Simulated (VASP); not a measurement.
Here is a VASP 6.6.1 calculation.

File INCAR:

```
SYSTEM = Ba
PREC = Accurate ; ENCUT = 520
EDIFF = 1E-7 ; ISMEAR = -1
SIGMA = 0.1 ; LREAL = .False.
LASPH = .True. ; NELM = 60
ALGO = Normal ; ISIF = 2
LWAVE = .False. ; LCHARG = .True.
GGA = PE ; LELF = .True.
LVHAR = .True. ; NBANDS = 11
```

Contents of KPOINTS:

```
regular mesh
0
Gamma
  14 14 14
  0 0 0
```

POSCAR

```
Ba
1.0
    0.0000000000      3.0450258379      3.0450258379
    3.0450258379      0.0000000000      3.0450258379
    3.0450258379      3.0450258379      0.0000000000
Ba
1
Direct
    0.0000000000      0.0000000000      0.0000000000
```

Potentials or basis: VASP PAW PBE potentials, release 64 (Ba_sv).

Command:

```sh
$ cat potpaw_PBE.64/Ba_sv/POTCAR > POTCAR
$ mpirun -np 1 vasp_std > vasp.out
```

(1) What does it give for the band gap on the k mesh?

(2) Estimate the pressure.

Answers

(1) zero (bands 5 and 6 overlap by 0.42 eV).

(2) 1.3 GPa.

Caveat: spin-orbit coupling is left out, which moves the levels of the heavy elements.
